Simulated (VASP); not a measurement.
# InP (F-43m) in VASP: a series of runs, part 2 of 2

VASP 6.6.1.

## (3) Relaxation of cell and atoms, revPBE+D3(BJ)

Input file INCAR:

```
ALGO = Normal ; EDIFF = 1E-6
EDIFFG = -0.005 ; ENCUT = 600
GGA = RE ; IBRION = 2
ISIF = 3 ; ISMEAR = -1
IVDW = 12 ; LASPH = True
LCHARG = False ; LREAL = False
LWAVE = False ; NELM = 60
NSW = 80 ; PREC = Accurate
SIGMA = 0.05
```

Input file KPOINTS:

```
k-points
0
Gamma
  8 8 8
```

Input file POSCAR:

```
InP
1.0
    0.0000000000      2.9305000000      2.9305000000
    2.9305000000      0.0000000000      2.9305000000
    2.9305000000      2.9305000000      0.0000000000
In P
1 1
Direct
    0.0000000000      0.0000000000      0.0000000000
    0.7500000000      0.7500000000      0.7500000000
```

Potentials or basis: VASP PAW PBE potentials, release 64 (In_d, P).

On the command line:

```
> cat potpaw_PBE.64/In_d/POTCAR potpaw_PBE.64/P/POTCAR > POTCAR
> mpirun -np 1 vasp_std > vasp.out
```

OUTCAR:

```text
EDIFF = 1E-6
   EDIFFG = -0.005
   ENCUT = 600
   GGA = RE
   IBRION = 2
   ISIF = 3
   ISMEAR = -1
   IVDW = 12
   LASPH = True
   LREAL = False
   NELM = 60
   NSW = 80
   PREC = Accurate
 IVDW          = 12

 ion  position               nearest neighbor table
   1  0.000  0.000  0.000-   2 2.54   2 2.54   2 2.54   2 2.54
   2  0.750  0.750  0.750-   1 2.54   1 2.54   1 2.54   1 2.54

  LATTYP: Found a face centered cubic cell.
 ALAT       =     5.8610000000

  Lattice vectors:

 A1 = (   0.0000000000,   2.9305000000,   2.9305000000)
 A2 = (   2.9305000000,   0.0000000000,   2.9305000000)
 A3 = (   2.9305000000,   2.9305000000,   0.0000000000)

Analysis of symmetry for initial positions (statically):
=====================================================================
 Subroutine PRICEL returns:
 Original cell was already a primitive cell.

 Routine SETGRP: Setting up the symmetry group for a
 face centered cubic supercell.

 Subroutine GETGRP returns: Found 24 space group operations
[... 254 lines left out ...]
  energy without entropy =       -7.79758821  energy(sigma->0) =       -7.79758953

 E-fermi :   5.6349     XC(G=0):  -9.1370

 val. band max:        5.2115044030   @ k =   0.0000   0.0000   0.0000
 cond. band min:       5.9953076736   @ k =   0.0000   0.0000   0.0000
 fundamental gap:      0.7838032706
 Fermi energy:         5.6349135545

 k-point     1 :       0.0000    0.0000    0.0000
  band No.  band energies     occupation
      1      -8.9774      2.00000
      2      -8.9774      2.00000
      3      -8.9774      2.00000
      4      -8.8290      2.00000
      5      -8.8290      2.00000
      6      -6.2505      2.00000
      7       5.2115      1.99958
      8       5.2115      1.99958
      9       5.2115      1.99958
     10       5.9953      0.00148
     11       9.3359      0.00000
     12       9.3359      0.00000
     13       9.3359      0.00000
[... 354 lines left out ...]
  band No.  band energies     occupation
      1      -9.1070      2.00000
      2      -8.9296      2.00000
      3      -8.9103      2.00000
      4      -8.8340      2.00000
      5      -8.8161      2.00000
      6      -4.2367      2.00000
      7      -0.2723      2.00000
      8       2.5626      2.00000
      9       3.6038      2.00000
     10       8.4198      0.00000
     11       9.4632      0.00000
     12      11.1183      0.00000
     13      12.4975      0.00000

 [... further k-points ...]

------------------------ aborting loop because EDIFF is reached ----------------------------------------

 Edisp (eV)   -1.17128

 E8    (eV) :    -0.8228
[... 25 lines left out ...]
  FREE ENERGIE OF THE ION-ELECTRON SYSTEM (eV)
  ---------------------------------------------------
  free  energy   TOTEN  =        -8.9688704465 eV

  energy  without entropy=       -8.9688678074  energy(sigma->0) =       -8.96886913

 reached required accuracy - stopping structural energy minimisation
```

OSZICAR:

```text
N       E                     dE             d eps       ncg     rms          rms(c)
DAV:   1     0.119386427122E+03    0.11939E+03   -0.92908E+03   754   0.170E+03
DAV:   2     0.731110424016E+00   -0.11866E+03   -0.11481E+03   769   0.351E+02
DAV:   3    -0.793053273579E+01   -0.86616E+01   -0.85911E+01   979   0.961E+01
[... 24 lines left out ...]
DAV:   3    -0.779758591568E+01    0.10552E-03   -0.32649E-04   989   0.431E-01    0.379E-02
DAV:   4    -0.779758716591E+01   -0.12502E-05   -0.14246E-05   789   0.410E-02    0.283E-02
DAV:   5    -0.779758929728E+01   -0.21314E-05   -0.19724E-06   853   0.146E-02    0.987E-03
DAV:   6    -0.779759135815E+01   -0.20609E-05   -0.68935E-07   580   0.115E-02    0.355E-03
DAV:   7    -0.779759084942E+01    0.50872E-06   -0.23522E-07   392   0.109E-02
   3 F= -.89688704E+01 E0= -.89688691E+01  d E =-.222614E-03
```

CONTCAR:

```text
InP
   1.00000000000000
     0.0000000000000000    2.9350432037900371    2.9350432037900371
     2.9350432037900371    0.0000000000000000    2.9350432037900371
     2.9350432037900371    2.9350432037900371   -0.0000000000000000
  In              P
     1     1
Direct
     0.0000000000000000    0.0000000000000000    0.0000000000000000
     0.7500000000000000    0.7500000000000000    0.7500000000000000

  0.00000000E+00  0.00000000E+00  0.00000000E+00
  0.00000000E+00  0.00000000E+00  0.00000000E+00
```

Wall time 47 s (1 thread of Intel Xeon Platinum 8259CL at 2.50GHz (Skylake/Cascade Lake), shared host); peak memory 0.22 GiB.

What came out:

| Property | Result |
| --- | --- |
| Free energy | -8.9689 eV |
| Relaxed volume | 25.28 Å³/atom |
| Relaxed cell | a = 4.151 Å, b = 4.151 Å, c = 4.151 Å, α = 60.00°, β = 60.00°, γ = 60.00° |
| Space group after relaxing (to 0.05 Å) | F-43m (No. 216) |
| Energy gained by relaxing | 0.1 meV/atom |
| Ionic steps | 3 |
| Pressure after relaxing | 0.0 GPa |
| Band gap on the k mesh | 0.78 eV, direct |
| Dispersion energy per atom | -0.586 eV |

Step by step:
```tsv
step	energy change (eV)	largest force (eV/Å)	pressure (GPa)	volume (Å³)
1	0.0000	0.0000	0.30	50.33
2	-0.0002	0.0000	-0.15	50.68
3	-0.0002	0.0000	-0.01	50.57
```

Final structure:
```
In P
1.0
     0.00000    2.93504    2.93504
     2.93504    0.00000    2.93504
     2.93504    2.93504    0.00000
In P
1 1
Direct
  0.00000 0.00000 0.00000
  0.75000 0.75000 0.75000
```

Caveat: the PAW data sets were made with another functional, which shifts forces and pressure a little; spin-orbit coupling is left out, which moves the levels of the heavy elements.

## (4) Single point, PBE

Input file INCAR:

```
PREC = Accurate
ENCUT = 520
EDIFF = 1E-6
ISMEAR = -1
SIGMA = 0.06
LREAL = F
LASPH = T
NELM = 80
ALGO = Normal
ISIF = 2
LWAVE = F
LCHARG = T
GGA = PE
LELF = T
LVHAR = T
NBANDS = 16
```

Input file KPOINTS:

```
regular mesh
0
Gamma
  3 3 3
```

POSCAR is that of step 3.

Potentials or basis: VASP PAW PBE potentials, release 64 (In_d, P).

On the command line:

```
> cat potpaw_PBE.64/In_d/POTCAR potpaw_PBE.64/P/POTCAR > POTCAR
> mpirun -np 1 vasp_std > vasp.out
```

OUTCAR:

```text
PREC = Accurate
   ENCUT = 520
   EDIFF = 1E-6
   ISMEAR = -1
   LREAL = F
   LASPH = T
   NELM = 80
   ISIF = 2
   GGA = PE

 ion  position               nearest neighbor table
   1  0.000  0.000  0.000-   2 2.54   2 2.54   2 2.54   2 2.54
   2  0.750  0.750  0.750-   1 2.54   1 2.54   1 2.54   1 2.54

  LATTYP: Found a face centered cubic cell.
 ALAT       =     5.8610000000

  Lattice vectors:

 A1 = (   0.0000000000,   2.9305000000,   2.9305000000)
 A2 = (   2.9305000000,   0.0000000000,   2.9305000000)
 A3 = (   2.9305000000,   2.9305000000,   0.0000000000)

Analysis of symmetry for initial positions (statically):
=====================================================================
 Subroutine PRICEL returns:
 Original cell was already a primitive cell.

 Routine SETGRP: Setting up the symmetry group for a
 face centered cubic supercell.

 Subroutine GETGRP returns: Found 24 space group operations
 (whereof 24 operations were pure point group operations)
 out of a pool of 48 trial point group operations.

The static configuration has the point symmetry T_d .

Analysis of symmetry for dynamics (positions and initial velocities):
=====================================================================
 Subroutine PRICEL returns:
 Original cell was already a primitive cell.

 Routine SETGRP: Setting up the symmetry group for a
 face centered cubic supercell.

 Subroutine GETGRP returns: Found 24 space group operations
 (whereof 24 operations were pure point group operations)
 out of a pool of 48 trial point group operations.

The dynamic configuration has the point symmetry T_d .

 Subroutine INISYM returns: Found 24 space group operations
 (whereof 24 operations are pure point group operations),
 and found     1 'primitive' translations
[... 86 lines left out ...]
   NUPDOWN=      -1.0000    fix difference up-down
   EMIN   =  10.00;   EMAX   =-10.00  energy-range for DOS
   EFERMI =   0.00;   METHOD = LEGACY
   ISMEAR =    -1;   SIGMA  =   0.06  broadening in eV -4-tet -1-fermi 0-gaus
   EFERMI_NEDOS =   21; number of points for ismear=-14 and -15
   IALGO  =     38    algorithm
   IMIX   =      4    mixing-type and parameters
     AMIX     =   0.40;   BMIX     =  1.00
     AMIX_MAG =   1.60;   BMIX_MAG =  1.00
  volume/ion in A,a.u.               =      25.17       169.83
  Fermi-wavevector in a.u.,A,eV,Ry     =   1.162021  2.195901 18.371846  1.350293
  Thomas-Fermi vector in A             =   2.298587
   LORBIT       =      0    0 simple, 1 ext, 2 COOP (PROOUT), +10 PAW based schemes
   GGA     = PE    functional components
   LHFCALC =     F    Hartree Fock is set to
   AEXX    =    0.0000 exact exchange contribution
   IVDW    =     0    specifies the selected vdW correction
   LEPSILON=     F    determine dielectric tensor
   LRPA    =     F    only Hartree local field effects (RPA)
 non-spin polarized calculation
  energy-cutoff  :      520.00
  volume of cell :       50.33
 maximum number of plane-waves:      1363
   NGX = 15   NGY = 15   NGZ = 15

 number of electron      18.0000005 magnetization

 Free energy of the ion-electron system (eV)
  ---------------------------------------------------
  ext. energy  EPLUGINS =         0.00000000
  ---------------------------------------------------
  free energy    TOTEN  =        -7.98365875 eV

  energy without entropy =       -7.98329730  energy(sigma->0) =       -7.98347802

 E-fermi :   5.6837     XC(G=0):  -9.2251

 val. band max:        5.3121157443   @ k =   0.0000   0.0000   0.0000
 cond. band min:       5.9890726388   @ k =   0.0000   0.0000   0.0000
 fundamental gap:      0.6769568945
 Fermi energy:         5.6836756639

 k-point     1 :       0.0000    0.0000    0.0000
  band No.  band energies     occupation
      1      -9.0034      2.00000
      2      -9.0034      2.00000
      3      -9.0034      2.00000
      4      -8.8573      2.00000
      5      -8.8573      2.00000
      6      -6.2199      2.00000
[... 53 lines left out ...]
      3      -8.9248      2.00000
      4      -8.8708      2.00000
      5      -8.8452      2.00000
      6      -3.9687      2.00000
[... 8 lines left out ...]
     15      14.4696      0.00000
     16      18.4246      0.00000

------------------------ aborting loop because EDIFF is reached ----------------------------------------

  FORCE on cell =-STRESS in cart. coord.  units (eV):
  Direction    XX          YY          ZZ          XY          YZ          ZX
  --------------------------------------------------------------------------------------
  -------------------------------------------------------------------------------------
  Total        1.3033072      1.3033072      1.3033072     -0.0000000      0.0000000     -0.0000000
  in kB       41.4860598     41.4860598     41.4860598     -0.0000000      0.0000000     -0.0000000
  external PRESSURE =      41.4860598 kB  Pullay stress =       0.0000000 kB

 VOLUME and BASIS-vectors are now :
 -----------------------------------------------------------------------------
  energy-cutoff  :      520.00
  volume of cell :       50.33
      direct lattice vectors                 reciprocal lattice vectors
     0.000000000  2.930500000  2.930500000    -0.170619348  0.170619348  0.170619348
     2.930500000  0.000000000  2.930500000     0.170619348 -0.170619348  0.170619348
     2.930500000  2.930500000  0.000000000     0.170619348  0.170619348 -0.170619348

 POSITION                                       TOTAL-FORCE (eV/Angst)
 -----------------------------------------------------------------------------------
      0.00000      0.00000      0.00000        -0.000000     -0.000000     -0.000000
      4.39575      4.39575      4.39575         0.000000      0.000000      0.000000
 -----------------------------------------------------------------------------------
    total drift:                                0.000000      0.000000      0.000000

  FREE ENERGIE OF THE ION-ELECTRON SYSTEM (eV)
  ---------------------------------------------------
  free  energy   TOTEN  =        -7.9836587455 eV

  energy  without entropy=       -7.9832973044  energy(sigma->0) =       -7.98347802
```

OSZICAR:

```text
N       E                     dE             d eps       ncg     rms          rms(c)
DAV:   1     0.115018929069E+03    0.11502E+03   -0.85601E+03   128   0.126E+03
DAV:   2    -0.397804444725E+00   -0.11542E+03   -0.11065E+03   144   0.308E+02
DAV:   3    -0.825496606493E+01   -0.78572E+01   -0.78262E+01   152   0.793E+01
DAV:   4    -0.849306975849E+01   -0.23810E+00   -0.23796E+00   176   0.139E+01
DAV:   5    -0.850243260049E+01   -0.93628E-02   -0.93627E-02   176   0.255E+00    0.579E+00
DAV:   6    -0.801699356410E+01    0.48544E+00   -0.76147E-01   208   0.139E+01    0.353E+00
DAV:   7    -0.797933968478E+01    0.37654E-01   -0.21343E-01   168   0.353E+00    0.133E+00
DAV:   8    -0.798203373458E+01   -0.26940E-02   -0.20885E-02   160   0.168E+00    0.387E-01
DAV:   9    -0.798327646421E+01   -0.12427E-02   -0.18805E-03   136   0.420E-01    0.172E-01
DAV:  10    -0.798353257156E+01   -0.25611E-03   -0.34048E-04   176   0.253E-01    0.121E-01
DAV:  11    -0.798365449030E+01   -0.12192E-03   -0.12720E-04   128   0.947E-02    0.172E-02
DAV:  12    -0.798365815548E+01   -0.36652E-05   -0.16934E-05   176   0.483E-02    0.119E-02
DAV:  13    -0.798365874549E+01   -0.59001E-06   -0.13860E-06   120   0.689E-03
   1 F= -.79836587E+01 E0= -.79834780E+01  d E =-.361441E-03
```

It took 3.4 s on 1 thread of Intel Xeon 6975P-C (Granite Rapids), shared host; peak memory 0.16 GiB.

What came out:

```
Free energy            : -7.9837 eV
Pressure               : 4.1 GPa
Band gap on the k mesh : 0.68 eV, direct
```

Caveat: the k points lie up to 0.62 Å⁻¹ apart; spin-orbit coupling is left out, which moves the levels of the heavy elements.

## (5) Overview

| task | level | cell | k mesh | cutoff (eV) | smearing | gap on the mesh (eV) | pressure (GPa) | relaxed volume (Å³/atom) |
| --- | --- | --- | --- | --- | --- | --- | --- | --- |
| relaxation of cell and atoms | PBEsol+D3(BJ) | relaxed | 8 × 8 × 8 | 600 | fermi-dirac 0.05 eV | 0.71 | 0.0 | 24.70 |
| relaxation of cell and atoms | revPBE+D3(BJ) | relaxed | 8 × 8 × 8 | 600 | fermi-dirac 0.05 eV | 0.78 | 0.0 | 25.28 |
| single point | PBE | as given | 3 × 3 × 3 | 520 | fermi-dirac 0.06 eV | 0.68 | 4.1 | - |

Alike in all rows: potentials or basis VASP PAW PBE potentials, release 64 (In_d, P); no spin polarisation.

Caveats: some runs use coarse meshes; spin-orbit coupling is left out, which moves the levels of the heavy elements; the PAW data sets were made with another functional, which shifts forces and pressure a little (some runs).

Total energies depend on the potentials used, so only differences within one code and one set of settings carry meaning.
